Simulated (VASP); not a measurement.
Here is a VASP 6.6.1 calculation.

The input POSCAR:

```
PbF2
1.0
    0.0000000000      2.9089856781      2.9870808379
    2.9089856781      0.0000000000      2.9870808379
    2.9089856781      2.9089856781      0.0000000000
Pb F
1 2
Direct
    0.0000000000      0.0000000000      0.0000000000
    0.2500000000      0.2500000000      0.2500000000
    0.7500000000      0.7500000000      0.7500000000
```

INCAR.step1

```
SYSTEM = PbF2
ALGO     = Normal         ! electronic algorithm
EDIFF    = 1E-5           ! SCF threshold, eV
ENCUT    = 520            ! plane-wave cutoff, eV
GGA      = PE             ! functional
GGA_COMPAT= .False.      
ISIF     = 2              ! what is computed and relaxed
ISMEAR   = 0              ! smearing method
KPAR     = 4            
LASPH    = .True.         ! aspherical terms in the spheres
LREAL    = .False.        ! projectors in reciprocal space
LWAVE    = .True.         ! write WAVECAR
NBANDS   = 21             ! bands
NELM     = 120            ! most SCF steps
PREC     = Accurate       ! precision mode
SIGMA    = 0.01           ! smearing width, eV
```

File INCAR.step2:

```
SYSTEM = PbF2
ALGO     = Normal         ! electronic algorithm
EDIFF    = 1E-6           ! SCF threshold, eV
ENCUT    = 520            ! plane-wave cutoff, eV
GGA      = PE             ! functional
GGA_COMPAT= .False.      
HFSCREEN = 0.2079         ! screening, 1/A
ISIF     = 2              ! what is computed and relaxed
ISMEAR   = 0              ! smearing method
ISTART   = 1            
KPAR     = 4            
LASPH    = .True.         ! aspherical terms in the spheres
LCHARG   = .True.         ! write CHGCAR
LHFCALC  = .True.         ! exact exchange
LREAL    = .False.        ! projectors in reciprocal space
LVHAR    = .True.       
LWAVE    = .False.        ! write WAVECAR
NBANDS   = 21             ! bands
NELM     = 120            ! most SCF steps
PREC     = Accurate       ! precision mode
PRECFOCK = Normal       
SIGMA    = 0.01           ! smearing width, eV
```

File KPOINTS:

```
k-points
0
Gamma
  6 6 6
  0 0 0
```

Potentials or basis: VASP PAW PBE potentials, release 64 (Pb_d, F).

The run is started by

```sh
$ cat potpaw_PBE.64/Pb_d/POTCAR potpaw_PBE.64/F/POTCAR > POTCAR
$ cp INCAR.step1 INCAR
$ mpirun -np 4 vasp_std > vasp.out
$ cp INCAR.step2 INCAR
$ mpirun -np 4 vasp_std > vasp.out
```

Question: What does it give for the pressure?

Answer: 3.2 GPa.

Question: Estimate the band gap on the k mesh.

Answer: 5.63 eV (least direct gap 5.79 eV).

Stress tensor (GPa, compression positive):
```
3.68 0.00 0.00
0.00 3.68 0.00
0.00 0.00 2.22
```

Caveat: the cell differs from its parent crystal (epitaxial xy strain -1.2%); the cell stands under pressure; the PAW data sets were made with another functional, which shifts forces and pressure a little; spin-orbit coupling is left out, which moves the levels of the heavy elements. A k mesh can miss the band edges.
